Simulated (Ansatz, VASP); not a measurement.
**One calculation of SiNi3, two programs**

The input INCAR:

```
PREC = Accurate
ENCUT = 690
EDIFF = 1E-6
ISMEAR = -1
SIGMA = 0.05
LREAL = False
LASPH = True
NELM = 200
ALGO = Normal
ISIF = 2
LWAVE = False
LCHARG = True
ISPIN = 2
MAGMOM = 0.5 0.5 0.5 0
LORBIT = 11
NUPDOWN = 1.5
LMAXMIX = 4
GGA = PS
LELF = True
LVHAR = True
NBANDS = 41
GGA_COMPAT = False
```

File KPOINTS:

```
Automatic mesh
0
Gamma
  6 6 6
```

POSCAR

```
SiNi3
1.0
    3.5420000000      0.0000000000      0.0000000000
    0.0000000000      3.5420000000      0.0000000000
    0.0000000000      0.0000000000      3.5420000000
Ni Si
3 1
Direct
    0.5000000000      0.5000000000      0.0000000000
    0.5000000000      0.0000000000      0.5000000000
    0.0000000000      0.5000000000      0.5000000000
    0.0000000000      0.0000000000      0.0000000000
```

The input input.yaml:

```yaml
crystal:
  lattice:
    - [3.542, 0.0, 0.0]
    - [0.0, 3.542, 0.0]
    - [0.0, 0.0, 3.542]
  atoms:
    - { symbol: Ni, position: [0.5, 0.5, 0.0], spin: 0.5 }
    - { symbol: Ni, position: [0.5, 0.0, 0.5], spin: 0.5 }
    - { symbol: Ni, position: [0.0, 0.5, 0.5], spin: 0.5 }
    - { symbol: Si, position: [0.0, 0.0, 0.0] }
hamiltonian:
  xc: pbesol
  pseudopotentials: { kind: paw }
magnetization:
  spin_polarized: true
  initial_magnetization: 1.5
  spin_locking: { lock_magnetization: hard }
kpoints:
  mp_grid: { grid: [6, 6, 6] }
scf:
  occupations: { method: fermi_dirac, width: 0.05 }
  lower_state_search: "off"
output:
  forces: true
  stress: true
  eigenvalues: true
  write_density: true
  write_potential: true
  elf: true
  volumetric_format: npy
```

Alike in both runs: task single point; functional PBEsol; k mesh 6 × 6 × 6; occupations fermi-dirac, width 0.05 eV; collinear spin; fixed moment 1.5 μB.

|  | VASP | Ansatz |
| --- | --- | --- |
| version | VASP 6.6.1 | Ansatz 0.2.0 |
| potentials or method | VASP PAW PBE potentials, release 64 (Ni_sv_GW, Si) | Ansatz PAW |
| plane-wave cutoff (eV) | 690 | 420 |
| valence electrons in the cell | 58 | 58 |

|  | VASP | Ansatz | Ansatz less VASP |
| --- | --- | --- | --- |
| pressure (GPa) | -12.6 | -11.8 | +0.75 |
| net moment per atom (μB) | 0.37 | 0.38 | 0.000 |

VASP's potentials were made for PBE, not for PBEsol.
